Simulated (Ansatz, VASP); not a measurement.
# GeBr4: VASP beside Ansatz

```
CELL_PARAMETERS angstrom
5.31499 0.00000 0.00000
0.00000 5.31499 0.00000
0.00000 0.00000 20.00000
ATOMIC_POSITIONS crystal
Ge 0.00000 0.00000 0.50000
Br 0.00000 0.00000 0.37453
Br 0.00000 0.00000 0.62547
Br 0.00000 0.50000 0.50000
Br 0.50000 0.00000 0.50000
```

Change from the starting cell: species swapped into a sheet of the MnBr4 type.

Alike in both runs: task single point; functional PBE; k mesh 4 × 4 × 1; occupations gaussian, width 0.1 eV; no spin polarisation.

|  | VASP | Ansatz |
| --- | --- | --- |
| version | VASP 6.6.1 | Ansatz 0.2.0 |
| potentials or method | VASP PAW PBE potentials, release 64 (Ge_d, Br), cutoff 520 eV | scalar-relativistic, plane waves, PAW |
| valence electrons in the cell | 42 | 42 |

Ansatz gave:

| Quantity | Value |
| --- | --- |
| gap on the k mesh at the Fermi level (eV) | none |
| rms of the force components (eV/Å) | 0.309 |

What did VASP give for the same quantities?

gap on the k mesh at the Fermi level (eV): none; rms of the force components (eV/Å): 0.306.

Atom by atom the forces differ by 0.002 eV/Å (rms over components). A gap of «none» marks a metal or a gap that the smearing closes. Ansatz's warnings: slab cell height set.
